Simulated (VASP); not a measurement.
Crystal: GaSb.

```
Ga Sb
1.0
     0.00000    3.06588    3.06588
     3.06588    0.00000    3.06588
     3.06588    3.06588    0.00000
Ga Sb
1 1
Direct
  0.00000 0.00000 0.00000
  0.25000 0.25000 0.25000
```

Base run:

```yaml
Program: VASP 6.6.1
Functional: r2SCAN
Potentials_or_basis: VASP PAW PBE potentials, release 64 (Ga_d, Sb)
Cutoff: 550 eV
k_mesh: 6 × 6 × 6
Occupations: fermi-dirac, width 0.02 eV
Spin: no spin polarisation
```

Its results: band gap on the k mesh 0.40 eV; pressure 0.1 GPa.

Question: The run is repeated on the same cell with these changes: functional from r2SCAN to PBE; cutoff from 550 eV to 500 eV. What comes out?

Answer: Band gap on the k mesh zero (filled and empty bands touch); pressure 2.1 GPa.

Caveats: semilocal functionals underestimate gaps, and a narrow one can read as zero; spin-orbit coupling is left out, which moves the levels of the heavy elements; the PAW data sets were made with another functional, which shifts forces and pressure a little (at least some runs).

A k mesh can miss the band edges.
